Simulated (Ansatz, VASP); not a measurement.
# In: VASP beside Ansatz

```
In
1.0
     1.70238    0.98287    8.36843
    -1.70238    0.98287    8.36843
     0.00000   -1.96574    8.36843
In
3
Cartesian
  0.0000 0.0000 5.5731
  0.0000 0.0000 19.5322
  0.0000 0.0000 0.0000
```

Alike in both runs: task single point; functional PBEsol; k mesh 9 × 9 × 9; occupations fermi-dirac, width 0.05 eV; no spin polarisation.

```csv
,VASP,Ansatz
version,VASP 6.6.1,Ansatz 0.2.0
potentials or method,"VASP PAW PBE potentials, release 64 (In_d)",Ansatz PAW
plane-wave cutoff (eV),520,420
valence electrons in the cell,39,39
```

|  | VASP | Ansatz | Ansatz less VASP |
| --- | --- | --- | --- |
| gap on the k mesh at the Fermi level (eV) | none | none | - |
| pressure (GPa) | -3.1 | -3.0 | +0.12 |
| traceless stress, the component that is largest in VASP (GPa) | -0.32 | -0.32 | -0.004 |
| rms of the force components (eV/Å) | 0.019 | 0.019 | -0.0001 |

VASP's potentials were made for PBE, not for PBEsol. Atom by atom the forces differ by 0.000 eV/Å (rms over components). A gap of «none» marks a metal or a gap that the smearing closes. The functional is the same, so the differences come from potentials, cutoffs and numerics.
